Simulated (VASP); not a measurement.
A run of VASP 6.6.1 is set up as follows.

The input INCAR:

```
SYSTEM = Ta
PREC = Accurate
ENCUT = 600
EDIFF = 1E-7
ISMEAR = -1
SIGMA = 0.05
LREAL = .False.
LASPH = .True.
NELM = 60
ALGO = Normal
ISIF = 3
LWAVE = .False.
LCHARG = .False.
GGA = PS
IBRION = 2
NSW = 60
EDIFFG = -0.01
PSTRESS = 20.0
```

KPOINTS

```
Automatic mesh
0
Gamma
  11 11 5
  0 0 0
```

The input POSCAR:

```
Ta
1.0
    2.9003720726      0.0000000000      0.0000000000
   -1.4501860363      2.5117958953      0.0000000000
    0.0000000000      0.0000000000      5.1662740000
Ta
2
Direct
    0.3333333333      0.6666666667      0.2500000000
    0.6666666667      0.3333333333      0.7500000000
```

Potentials or basis: VASP PAW PBE potentials, release 64 (Ta_pv).

Launch:

```bash
$ cat potpaw_PBE.64/Ta_pv/POTCAR > POTCAR
$ mpirun -np 1 vasp_std > vasp.out
```

Question: What does it give for the relaxed volume?

Answer: 17.95 Å³/atom.

Question: Predict the relaxed cell.

Answer: a = 2.852 Å, b = 2.852 Å, c = 5.097 Å, α = 90.00°, β = 90.00°, γ = 120.00°.

Question: Estimate the band gap on the k mesh.

Answer: Zero (bands 11 and 12 overlap by 1.63 eV).

The path:
| step | energy change (eV) | largest force (eV/Å) | pressure (GPa) | volume (Å³) |
| --- | --- | --- | --- | --- |
| 1 | 0.0000 | 0.0000 | -7.22 | 37.64 |
| 2 | 0.3546 | 0.0000 | 32.46 | 32.04 |
| 3 | -0.0317 | 0.0000 | 1.55 | 35.97 |
| 4 | -0.0310 | 0.0000 | 1.96 | 35.91 |

Caveat: the cell is relaxed towards a set pressure, so the run minimises the enthalpy, not the energy; the PAW data sets were made with another functional, which shifts forces and pressure a little; spin-orbit coupling is left out, which moves the levels of the heavy elements.
